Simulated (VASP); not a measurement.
A run of VASP 6.6.1 is set up as follows.

The input INCAR:

```
SYSTEM = FeSi
PREC = Accurate
ENCUT = 520
EDIFF = 1E-6
ISMEAR = 0
SIGMA = 0.01
LREAL = .FALSE.
LASPH = .TRUE.
NELM = 80
ALGO = Normal
ISIF = 2
LWAVE = .FALSE.
LCHARG = .TRUE.
GGA = PE
LELF = .TRUE.
LVHAR = .TRUE.
NBANDS = 34
```

KPOINTS

```
Automatic mesh
0
G
  8 8 8
  0 0 0
```

Contents of POSCAR:

```
FeSi
1.0
    4.4478958396      0.0000000000      0.0000000000
    0.0000000000      4.4478958396      0.0000000000
    0.0000000000      0.0000000000      4.4478958396
Fe Si
4 4
Direct
    0.1359940339      0.1359940339      0.1359940339
    0.3640059661      0.8640059661      0.6359940339
    0.6359940339      0.3640059661      0.8640059661
    0.8640059661      0.6359940339      0.3640059661
    0.8407103775      0.8407103775      0.8407103775
    0.6592896225      0.1592896225      0.3407103775
    0.3407103775      0.6592896225      0.1592896225
    0.1592896225      0.3407103775      0.6592896225
```

Potentials or basis: VASP PAW PBE potentials, release 64 (Fe, Si).

The run is started by

```sh
$ cat potpaw_PBE.64/Fe/POTCAR potpaw_PBE.64/Si/POTCAR > POTCAR
$ mpirun -np 1 vasp_std > vasp.out
```

**Question.** What does it give for the largest force?

**Answer.** 0.035 eV/Å.

**Question.** Predict the band gap on the k mesh.

**Answer.** 0.16 eV, indirect (least direct gap 0.17 eV).

Forces in eV/Å, atoms in the order of the input:
```
Fe   0.020  0.020  0.020
Fe  -0.020 -0.020  0.020
Fe   0.020 -0.020 -0.020
Fe  -0.020  0.020 -0.020
Si   0.002  0.002  0.002
Si  -0.002 -0.002  0.002
Si   0.002 -0.002 -0.002
Si  -0.002  0.002 -0.002
```

A k mesh can miss the band edges. Spin polarisation is off, so any magnetic state and its effect on volume and gap are missing.
